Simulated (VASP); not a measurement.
Write the native input for VASP 6.6.1 that does the following.

```
Task                   : single point
Functional             : PBEsol
Potentials or basis    : VASP PAW PBE potentials, release 64 (Sc_sv, Pd)
Cutoff                 : 520 eV
k mesh                 : 14 × 14 × 14
Occupations            : fermi-dirac, width 0.1 eV
Spin                   : no spin polarisation
Dipole correction      : no
Further INCAR settings : ALGO = Normal; EDIFF = 1e-06; NBANDS = 18
```

The structure of ScPd lies in POSCAR:

```
ScPd
1.0
    3.2119617371      0.0000000000      0.0000000000
    0.0000000000      3.2119617371      0.0000000000
    0.0000000000      0.0000000000      3.2119617371
Sc Pd
1 1
Direct
    0.5000000000      0.5000000000      0.5000000000
    0.0000000000      0.0000000000      0.0000000000
```

The input as run:

INCAR

```
SYSTEM = ScPd
PREC = Accurate ; ENCUT = 520
EDIFF = 1E-6 ; ISMEAR = -1
SIGMA = 0.1 ; LREAL = .FALSE.
LASPH = .TRUE. ; NELM = 80
ALGO = Normal ; ISIF = 2
LWAVE = .FALSE. ; LCHARG = .TRUE.
GGA = PS ; LELF = .TRUE.
LVHAR = .TRUE. ; NBANDS = 18
```

KPOINTS

```
regular mesh
0
G
  14 14 14
  0 0 0
```

Potentials or basis: VASP PAW PBE potentials, release 64 (Sc_sv, Pd).

The run is started by

```console
$ cat potpaw_PBE.64/Sc_sv/POTCAR potpaw_PBE.64/Pd/POTCAR > POTCAR
$ mpirun -np 1 vasp_std > vasp.out
```

Results of the run:

The pressure is 7.2 GPa.

Caveat: the PAW data sets were made with another functional, which shifts forces and pressure a little.

Run time: 26 s on 1 thread of AMD EPYC 9R45 (Zen 5), with other jobs on the host, peak memory 0.16 GiB.
